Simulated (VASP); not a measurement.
# Al (Fm-3m) in VASP: a series of runs

Al is run at these levels: r2SCAN; tasks: single point, relaxation of cell and atoms.

All numbers are computed with VASP 6.6.1; they aren't measurements. Logs are shortened: lines on timing, memory, paths and dates and some standing lists are left out, and cuts for length are marked.

## (1) The cell of the first run

Symmetry: Fm-3m, No. 225, cubic system. The conventional cell has a = 3.996 Å, b = 3.996 Å, c = 3.996 Å, α = 90.00°, β = 90.00°, γ = 90.00°. Al (site symmetry m-3m) has 12 Al at 2.83 Å within 3.7 Å.

## (2) Single point, r2SCAN

Input file POSCAR:

```
Al
1.0
    0.0000000000      1.9978487904      1.9978487904
    1.9978487904      0.0000000000      1.9978487904
    1.9978487904      1.9978487904      0.0000000000
Al
1
Direct
    0.0000000000      0.0000000000      0.0000000000
```

Input file INCAR.step1:

```
SYSTEM = Al
PREC = Accurate
ENCUT = 550
ISMEAR = -1
SIGMA = 0.1
LREAL = .FALSE.
LASPH = .TRUE.
NELM = 120
NBANDS = 8
GGA = PE
ALGO = Normal
EDIFF = 1E-5
LWAVE = .TRUE.
LCHARG = .FALSE.
GGA_COMPAT = .FALSE.
```

Input file INCAR.step2:

```
SYSTEM = Al
PREC = Accurate
ENCUT = 550
EDIFF = 1E-6
ISMEAR = -1
SIGMA = 0.1
LREAL = .FALSE.
LASPH = .TRUE.
NELM = 120
ALGO = Normal
ISIF = 2
LWAVE = .FALSE.
LCHARG = .FALSE.
METAGGA = R2SCAN
LMIXTAU = .TRUE.
NBANDS = 8
ISTART = 1
GGA_COMPAT = .FALSE.
```

Input file KPOINTS:

```
regular mesh
0
G
  9 9 9
  0 0 0
```

Potentials or basis: VASP PAW PBE potentials, release 64 (Al).

Started as:

```sh
$ cat potpaw_PBE.64/Al/POTCAR > POTCAR
$ cp INCAR.step1 INCAR
$ mpirun -np 1 vasp_std > vasp.out
$ cp INCAR.step2 INCAR
$ mpirun -np 1 vasp_std > vasp.out
```

OUTCAR:

```text
SYSTEM = Al
   PREC = Accurate
   ENCUT = 550
   EDIFF = 1E-6
   ISMEAR = -1
   LREAL = .FALSE.
   LASPH = .TRUE.
   NELM = 120
   ISIF = 2
   METAGGA = R2SCAN
   ISTART = 1

 ion  position               nearest neighbor table
   1  0.000  0.000  0.000-

  LATTYP: Found a face centered cubic cell.
 ALAT       =     3.9956975808

  Lattice vectors:

 A1 = (   0.0000000000,   1.9978487904,   1.9978487904)
 A2 = (   1.9978487904,   0.0000000000,   1.9978487904)
 A3 = (   1.9978487904,   1.9978487904,   0.0000000000)

Analysis of symmetry for initial positions (statically):
=====================================================================
 Subroutine PRICEL returns:
 Original cell was already a primitive cell.

 Routine SETGRP: Setting up the symmetry group for a
 face centered cubic supercell.

 Subroutine GETGRP returns: Found 48 space group operations
 (whereof 48 operations were pure point group operations)
 out of a pool of 48 trial point group operations.

The static configuration has the point symmetry O_h .

Analysis of symmetry for dynamics (positions and initial velocities):
=====================================================================
 Subroutine PRICEL returns:
 Original cell was already a primitive cell.

 Routine SETGRP: Setting up the symmetry group for a
 face centered cubic supercell.

 Subroutine GETGRP returns: Found 48 space group operations
 (whereof 48 operations were pure point group operations)
 out of a pool of 48 trial point group operations.

The dynamic configuration has the point symmetry O_h .

 Subroutine INISYM returns: Found 48 space group operations
 (whereof 48 operations are pure point group operations),
 and found     1 'primitive' translations

----------------------------------------------------------------------------------------

                                     Primitive cell

  volume of cell :      15.9484

  direct lattice vectors                    reciprocal lattice vectors
     0.000000000  1.997848790  1.997848790    -0.250269191  0.250269191  0.250269191
     1.997848790  0.000000000  1.997848790     0.250269191 -0.250269191  0.250269191
     1.997848790  1.997848790  0.000000000     0.250269191  0.250269191 -0.250269191

  length of vectors
     2.825384855  2.825384855  2.825384855     0.433478954  0.433478954  0.433478954

  position of ions in fractional coordinates (direct lattice)
     0.000000000  0.000000000  0.000000000

  ion indices of the primitive-cell ions
   primitive index   ion index
                 1           1

----------------------------------------------------------------------------------------

 KPOINTS: regular mesh

Automatic generation of k-mesh.
 Grid dimensions read from file:
 generate k-points for:    9    9    9

 Generating k-lattice:

  Cartesian coordinates                     Fractional coordinates (reciprocal lattice)
    -0.027807688  0.027807688  0.027807688     0.111111111  0.000000000  0.000000000
     0.027807688 -0.027807688  0.027807688     0.000000000  0.111111111  0.000000000
     0.027807688  0.027807688 -0.027807688     0.000000000  0.000000000  0.111111111

  Length of vectors
     0.048164328  0.048164328  0.048164328

  Shift w.r.t. Gamma in fractional coordinates (k-lattice)
     0.000000000  0.000000000  0.000000000

 Subroutine IBZKPT returns following result:
 ===========================================

 Found     35 irreducible k-points:

 Following reciprocal coordinates:
            Coordinates               Weight
  0.000000  0.000000  0.000000      1.000000
  0.111111  0.000000  0.000000      8.000000
  0.222222  0.000000  0.000000      8.000000
  0.333333  0.000000  0.000000      8.000000
  0.444444  0.000000  0.000000      8.000000
  0.111111  0.111111  0.000000      6.000000
[... 16 lines left out ...]
 -0.333333  0.333333  0.000000     12.000000
  0.444444  0.444444  0.000000      6.000000
 [... further k-points ...]
   k-points           NKPTS =     35   k-points in BZ     NKDIM =     35   number of bands    NBANDS=      8
   number of dos      NEDOS =    301   number of ions     NIONS =      1
   total plane-waves  NPLWV =  13824
   dimension x,y,z NGX =    24 NGY =   24 NGZ =   24
   dimension x,y,z NGXF=    48 NGYF=   48 NGZF=   48
   ions per type =               1
   NGX,Y,Z   is equivalent  to a cutoff of  14.12, 14.12, 14.12 a.u.
   NGXF,Y,Z  is equivalent  to a cutoff of  28.24, 28.24, 28.24 a.u.
 SYSTEM =  Al
   PREC   = accura    normal or accurate (medium, high low for compatibility)
   ISTART =      1    job   : 0-new  1-cont  2-samecut
   ICHARG =      0    charge: 1-file 2-atom 10-const
   ISPIN  =      1    spin polarized calculation?
   LNONCOLLINEAR =      F non collinear calculations
   LSORBIT =      F    spin-orbit coupling
   LASPH  =      T    aspherical Exc in radial PAW
   ENCUT  =  550.0 eV  40.42 Ry    6.36 a.u.   5.40  5.40  5.40*2*pi/ulx,y,z
   NELM   =    120;   NELMIN=  2; NELMDL=  0     # of ELM steps
   EDIFF  = 0.1E-05   stopping-criterion for ELM
   LREAL  =      F    real-space projection
[... 7 lines left out ...]
   TEBEG  =    0.0;   TEEND  =   0.0 temperature during run
   PSTRESS=    0.0 pullay stress
   NELECT =       3.0000    total number of electrons
   NUPDOWN=      -1.0000    fix difference up-down
   EMIN   =  10.00;   EMAX   =-10.00  energy-range for DOS
   EFERMI =   0.00;   METHOD = LEGACY
   ISMEAR =    -1;   SIGMA  =   0.10  broadening in eV -4-tet -1-fermi 0-gaus
   EFERMI_NEDOS =   21; number of points for ismear=-14 and -15
   IALGO  =     38    algorithm
   IMIX   =      4    mixing-type and parameters
     AMIX     =   0.40;   BMIX     =  1.00
     AMIX_MAG =   1.60;   BMIX_MAG =  1.00
  volume/ion in A,a.u.               =      15.95       107.63
  Fermi-wavevector in a.u.,A,eV,Ry     =   0.938014  1.772589 11.971361  0.879870
  Thomas-Fermi vector in A             =   2.065183
   LORBIT       =      0    0 simple, 1 ext, 2 COOP (PROOUT), +10 PAW based schemes
   METAGGA = R2SCAN    functional components
   LHFCALC =     F    Hartree Fock is set to
   AEXX    =    0.0000 exact exchange contribution
   IVDW    =     0    specifies the selected vdW correction
   LEPSILON=     F    determine dielectric tensor
   LRPA    =     F    only Hartree local field effects (RPA)
 non-spin polarized calculation
  energy-cutoff  :      550.00
  volume of cell :       15.95
 maximum number of plane-waves:       489
 NGX is ok and might be reduce to    24
   NGX = 11   NGY = 11   NGZ = 11

 number of electron       3.0000000 magnetization

 Free energy of the ion-electron system (eV)
  ---------------------------------------------------
  ext. energy  EPLUGINS =         0.00000000
  ---------------------------------------------------
  free energy    TOTEN  =        -6.71397254 eV

  energy without entropy =       -6.69586182  energy(sigma->0) =       -6.70491718

 E-fermi :   8.3749     XC(G=0): -11.0321

 val. band max:        8.3601730695   @ k =  -0.3333   0.4444   0.1111
 cond. band min:       8.6655673576   @ k =  -0.4444   0.4444   0.1111
 fundamental gap:      0.3053942882
 Fermi energy:         8.3749176276

 k-point     1 :       0.0000    0.0000    0.0000
  band No.  band energies     occupation
      1      -3.7050      2.00000
      2      21.8907      0.00000
      3      21.8907      0.00000
      4      21.8907      0.00000
      5      24.0707      0.00000
      6      24.0707      0.00000
      7      24.0707      0.00000
      8      25.9869      0.00000

 k-point     2 :       0.1111    0.0000    0.0000
  band No.  band energies     occupation
      1      -3.3407      2.00000
      2      17.9801      0.00000
      3      21.1520      0.00000
      4      21.1520      0.00000
      5      24.5069      0.00000
      6      25.3712      0.00000
      7      25.3712      0.00000
      8      27.7097      0.00000

 k-point     3 :       0.2222    0.0000    0.0000
  band No.  band energies     occupation
      1      -2.2533      2.00000
      2      13.2320      0.00000
      3      20.3715      0.00000
      4      20.3715      0.00000
      5      24.0888      0.00000
      6      25.0134      0.00000
      7      25.0134      0.00000
      8      28.1463      0.00000

 k-point     4 :       0.3333    0.0000    0.0000
  band No.  band energies     occupation
      1      -0.4599      2.00000
      2       8.9220      0.00838
      3      20.1078      0.00000
      4      20.1078      0.00000
      5      22.9419      0.00000
      6      22.9419      0.00000
      7      23.9592      0.00000
      8      27.2676      0.00000

 k-point     5 :       0.4444    0.0000    0.0000
  band No.  band energies     occupation
      1       2.0043      2.00000
      2       5.1879      2.00000
      3      20.4029      0.00000
      4      20.4029      0.00000
      5      21.4426      0.00000
      6      21.4426      0.00000
      7      24.3488      0.00000
      8      25.6684      0.00000
[... 177 lines left out ...]
 k-point    22 :      -0.4444    0.3333    0.0000
  band No.  band energies     occupation
      1       4.7082      2.00000
      2       7.7760      1.99500
      3       9.3202      0.00016
      4      15.4742      0.00000
      5      17.1990      0.00000
      6      24.5647      0.00000
      7      31.1953      0.00000
      8      33.6896      0.00000

 k-point    23 :      -0.3333    0.3333    0.0000
  band No.  band energies     occupation
      1       4.7576      2.00000
      2       7.1345      1.99999
      3       8.9512      0.00626
      4      16.4074      0.00000
      5      18.3253      0.00000
      6      28.7678      0.00000
      7      30.1932      0.00000
      8      30.5028      0.00000

 k-point    24 :       0.4444    0.4444    0.0000
  band No.  band energies     occupation
      1       3.8041      2.00000
      2       8.2471      1.56435
      3      13.9670      0.00000
      4      14.6475      0.00000
      5      14.6475      0.00000
      6      18.7484      0.00000
      7      35.4044      0.00000
      8      37.0626      0.00000

 [... further k-points ...]

------------------------ aborting loop because EDIFF is reached ----------------------------------------

  FORCE on cell =-STRESS in cart. coord.  units (eV):
  Direction    XX          YY          ZZ          XY          YZ          ZX
  --------------------------------------------------------------------------------------
  -------------------------------------------------------------------------------------
  Total       -0.0288000     -0.0288000     -0.0288000      0.0000000      0.0000000      0.0000000
  in kB       -2.8932404     -2.8932404     -2.8932404      0.0000000      0.0000000      0.0000000
  external PRESSURE =      -2.8932404 kB  Pullay stress =       0.0000000 kB

 VOLUME and BASIS-vectors are now :
 -----------------------------------------------------------------------------
  energy-cutoff  :      550.00
  volume of cell :       15.95
      direct lattice vectors                 reciprocal lattice vectors
     0.000000000  1.997848790  1.997848790    -0.250269191  0.250269191  0.250269191
     1.997848790  0.000000000  1.997848790     0.250269191 -0.250269191  0.250269191
     1.997848790  1.997848790  0.000000000     0.250269191  0.250269191 -0.250269191

 POSITION                                       TOTAL-FORCE (eV/Angst)
 -----------------------------------------------------------------------------------
      0.00000      0.00000      0.00000         0.000000      0.000000      0.000000
 -----------------------------------------------------------------------------------
    total drift:                                0.000000     -0.000000      0.000000

  FREE ENERGIE OF THE ION-ELECTRON SYSTEM (eV)
  ---------------------------------------------------
  free  energy   TOTEN  =        -6.7139725435 eV

  energy  without entropy=       -6.6958618202  energy(sigma->0) =       -6.70491718
```

It took 11 s on 1 thread of Intel Xeon Platinum 8488C (Sapphire Rapids), shared host; peak memory 0.13 GiB.

Results:

```
Free energy            : -6.7140 eV
Pressure               : -0.3 GPa
Band gap on the k mesh : zero (an odd number of electrons rules out a gap without spin polarisation)
```

Caveat: the PAW data sets were made with another functional, which shifts forces and pressure a little.

## (3) Relaxation of cell and atoms, r2SCAN

This run uses another cell than the first one, of 16.60 Å³/atom.

Input file POSCAR:

```
Al
1.0
    0.0000000000      2.0248050000      2.0248050000
    2.0248050000      0.0000000000      2.0248050000
    2.0248050000      2.0248050000      0.0000000000
Al
1
Direct
    0.0000000000      0.0000000000      0.0000000000
```

Input file INCAR.step1:

```
PREC     = Accurate       # precision mode
ENCUT    = 550            # plane-wave cutoff, eV
ISMEAR   = -1             # smearing method
SIGMA    = 0.1            # smearing width, eV
LREAL    = F              # projectors in reciprocal space
LASPH    = T              # aspherical terms in the spheres
NELM     = 120            # most SCF steps
GGA      = PE             # functional
ALGO     = Normal         # electronic algorithm
EDIFF    = 1E-5           # SCF threshold, eV
LWAVE    = T              # write WAVECAR
LCHARG   = F              # write CHGCAR
GGA_COMPAT= F            
IBRION   = 2              # ionic algorithm
ISIF     = 3              # what is computed and relaxed
EDIFFG   = -0.005         # ionic threshold
NELMIN   = 4            
NSW      = 100            # ionic steps
```

Input file INCAR.step2:

```
PREC     = Accurate       # precision mode
ENCUT    = 550            # plane-wave cutoff, eV
EDIFF    = 1E-7           # SCF threshold, eV
ISMEAR   = -1             # smearing method
SIGMA    = 0.1            # smearing width, eV
LREAL    = F              # projectors in reciprocal space
LASPH    = T              # aspherical terms in the spheres
NELM     = 120            # most SCF steps
ALGO     = Normal         # electronic algorithm
ISIF     = 3              # what is computed and relaxed
LWAVE    = F              # write WAVECAR
LCHARG   = F              # write CHGCAR
METAGGA  = R2SCAN         # meta-GGA
LMIXTAU  = T            
IBRION   = 2              # ionic algorithm
NSW      = 80             # ionic steps
EDIFFG   = -0.02          # ionic threshold
ISTART   = 1            
GGA_COMPAT= F            
NELMIN   = 4
```

Input file KPOINTS:

```
regular mesh
0
Gamma
  9 9 9
```

Potentials or basis: VASP PAW PBE potentials, release 64 (Al).

Started as:

```sh
$ cat potpaw_PBE.64/Al/POTCAR > POTCAR
$ cp INCAR.step1 INCAR
$ mpirun -np 1 vasp_std > vasp.out
$ cp INCAR.step2 INCAR
$ mpirun -np 1 vasp_std > vasp.out
```

It took 21 s on 1 thread of Intel Xeon Platinum 8488C (Sapphire Rapids), shared host; peak memory 0.14 GiB.

It converged, with:

```
Free energy                           : -6.7140 eV
Relaxed volume                        : 15.89 Å³/atom
Relaxed cell                          : a = 2.822 Å, b = 2.822 Å, c = 2.822 Å, α = 60.00°, β = 60.00°, γ = 60.00°
Space group after relaxing (to 0.1 Å) : Fm-3m (No. 225)
Energy gained by relaxing             : 8.4 meV/atom
Ionic steps                           : 3
Pressure after relaxing               : 0.0 GPa
Band gap on the k mesh                : zero (an odd number of electrons rules out a gap without spin polarisation)
```

Step by step:
```csv
step,energy change (eV),largest force (eV/Å),pressure (GPa),volume (Å³)
1,0.0000,0.0000,-3.58,16.60
2,-0.0079,0.0000,1.00,15.73
3,-0.0084,0.0000,0.03,15.89
```

Final structure:
```yaml
crystal:
  lattice:
    - [0.00000, 1.99542, 1.99542]
    - [1.99542, 0.00000, 1.99542]
    - [1.99542, 1.99542, 0.00000]
  atoms:
    - { symbol: Al, position: [0.00000, 0.00000, 0.00000] }
```

Levels at points of the mesh, in eV from the Fermi level:
| k point | band 1 | band 2 | band 3 | band 4 | band 5 |
| --- | --- | --- | --- | --- | --- |
| (0.00, 0.00, 0.00) | -12.11 | 13.54 | 13.54 | 13.54 | 15.75 |

Caveat: the PAW data sets were made with another functional, which shifts forces and pressure a little.
